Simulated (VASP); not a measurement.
Input of a VASP 6.6.1 run:

File POSCAR:

```
EuS
1.0
    0.0000000000      2.9818913016      2.9818913016
    2.9818913016      0.0000000000      2.9818913016
    2.9818913016      2.9818913016      0.0000000000
Eu S
1 1
Direct
    0.5000000000      0.5000000000      0.5000000000
    0.0000000000      0.0000000000      0.0000000000
```

INCAR.step1

```
ALGO = Normal
EDIFF = 1E-5
ENCUT = 800
GGA = PE
GGA_COMPAT = False
ISMEAR = 0
ISPIN = 2
LASPH = True
LCHARG = False
LDAU = True
LDAUJ = 0 0
LDAUL = 3 -1
LDAUTYPE = 2
LDAUU = 4 0
LMAXMIX = 6
LREAL = False
LWAVE = True
MAGMOM = 7.57 -0.08
NBANDS = 22
NELM = 200
PREC = Accurate
SIGMA = 0.05
```

INCAR.step2

```
ALGO = Normal
BPARAM = 11.95
CPARAM = 0.0093
EDIFF = 1E-6
ENCUT = 800
GGA_COMPAT = False
ISIF = 2
ISMEAR = 0
ISPIN = 2
ISTART = 1
IVDW_NL = 2
LASPH = True
LCHARG = False
LDAU = True
LDAUJ = 0 0
LDAUL = 3 -1
LDAUPRINT = 1
LDAUTYPE = 2
LDAUU = 4 0
LMAXMIX = 6
LMIXTAU = True
LORBIT = 11
LREAL = False
LUSE_VDW = True
LWAVE = False
MAGMOM = 7.57 -0.08
METAGGA = R2SCAN
NBANDS = 22
NELM = 200
PREC = Accurate
SIGMA = 0.05
```

The input KPOINTS:

```
k-points
0
Gamma
  8 8 8
```

Potentials or basis: VASP PAW PBE potentials, release 64 (Eu, S).

Run with:

```console
$ cat potpaw_PBE.64/Eu/POTCAR potpaw_PBE.64/S/POTCAR > POTCAR
$ cp INCAR.step1 INCAR
$ mpirun -np 1 vasp_std > vasp.out
$ cp INCAR.step2 INCAR
$ mpirun -np 1 vasp_std > vasp.out
```

Task: What does it give for the net moment?

Result: 7.00 μB per cell.

Task: What does it give for the site moments?

Result: Eu +6.62; S -0.08 μB.

Eigenvalues of the final occupation matrices:
```csv
site,spin,trace,eigenvalues
site 1 f,1,6.81,0.97 0.97 0.97 0.97 0.97 0.97 0.97
site 1 f,2,0.01,0.00 0.00 0.00 0.00 0.00 0.00 0.00
```

Caveat: spin-orbit coupling is left out, which moves the levels of the heavy elements; a cell with one magnetic atom can't hold antiferromagnetic order, which such compounds often take.
